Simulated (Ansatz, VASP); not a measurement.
## One calculation of Cu, two programs

File POSCAR:

```
Cu
1.0
    0.0000000000      1.7881422212      1.7881422212
    1.7881422212      0.0000000000      1.7881422212
    1.7881422212      1.7881422212      0.0000000000
Cu
1
Direct
    0.0000000000      0.0000000000      0.0000000000
```

File INCAR.step1:

```
ALGO = Normal
EDIFF = 1E-4
ENCUT = 600
GGA = PE
ISMEAR = -1
LASPH = T
LCHARG = F
LREAL = F
LWAVE = T
NELM = 60
PREC = Accurate
SIGMA = 0.1
```

INCAR.step2

```
ALGO = Normal
EDIFF = 1E-6
EDIFFG = -0.005
ENCUT = 600
IBRION = 2
ISIF = 3
ISMEAR = -1
ISTART = 1
LASPH = T
LCHARG = F
LMIXTAU = T
LREAL = F
LWAVE = F
METAGGA = R2SCAN
NELM = 60
NSW = 60
PREC = Accurate
SIGMA = 0.1
```

File KPOINTS:

```
k-points
0
Gamma
  21 21 21
```

Input for Ansatz:

```yaml
crystal:
  lattice:
    - [0.0, 1.7881422212, 1.7881422212]
    - [1.7881422212, 0.0, 1.7881422212]
    - [1.7881422212, 1.7881422212, 0.0]
  atoms:
    - { symbol: Cu, position: [0.0, 0.0, 0.0] }
kpoints:
  mp_grid: { grid: [21, 21, 21] }
scf:
  occupations: { method: fermi_dirac, width: 0.1 }
hamiltonian:
  xc: r2scan
  pseudopotentials: { kind: paw }
output:
  forces: true
  stress: true
  write_density: true
  write_potential: true
  elf: true
  volumetric_format: npy
relax:
  f_tol: 0.005
  max_steps: 40
  cell: {}
```

Alike in both runs: task relaxation of cell and atoms; functional r2SCAN; k mesh 21 × 21 × 21; occupations fermi-dirac, width 0.1 eV; no spin polarisation.

|  | VASP | Ansatz |
| --- | --- | --- |
| version | VASP 6.6.1 | Ansatz 0.2.0 |
| potentials or method | VASP PAW PBE potentials, release 64 (Cu) | PAW with Ansatz's default frozen-core files, scalar-relativistic |
| plane-wave cutoff (eV) | 600 | 500 |
| valence electrons in the cell | 11 | 19 |

|  | VASP | Ansatz | Ansatz less VASP |
| --- | --- | --- | --- |
| relaxed volume (Å³/atom) | 11.49 | 11.44 | -0.054 |
| relaxed length of the cell vector where the two differ most in proportion (Å) | 2.533 | 2.529 | -0.0040 |

VASP's potentials were made for PBE, not for r2SCAN. VASP's potentials hold 11 valence electrons a cell and Ansatz's 19, so a difference there can come from the potentials and not from the codes.
